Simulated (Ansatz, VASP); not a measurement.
Ca in VASP and in Ansatz

```
CELL_PARAMETERS angstrom
0.00000 2.83097 2.83097
2.83097 0.00000 2.83097
2.83097 2.83097 0.00000
ATOMIC_POSITIONS crystal
Ca 0.00000 0.00000 0.00000
```

Change from the starting cell: volume scaled by 1.04.

Alike in both runs: task single point; functional PBEsol; k mesh 11 × 11 × 11; occupations fermi-dirac, width 0.05 eV; no spin polarisation.

|  | VASP | Ansatz |
| --- | --- | --- |
| version | VASP 6.6.1 | Ansatz 0.2.0 |
| potentials or method | VASP PAW PBE potentials, release 64 (Ca_sv), cutoff 520 eV | all-electron LAPW, scalar-relativistic |

```csv
,VASP,Ansatz,Ansatz less VASP
pressure (GPa),-1.7,-1.7,+0.01
```

VASP's potentials were made for PBE, not for PBEsol. Ansatz ran all-electron here, and VASP with PAW potentials.
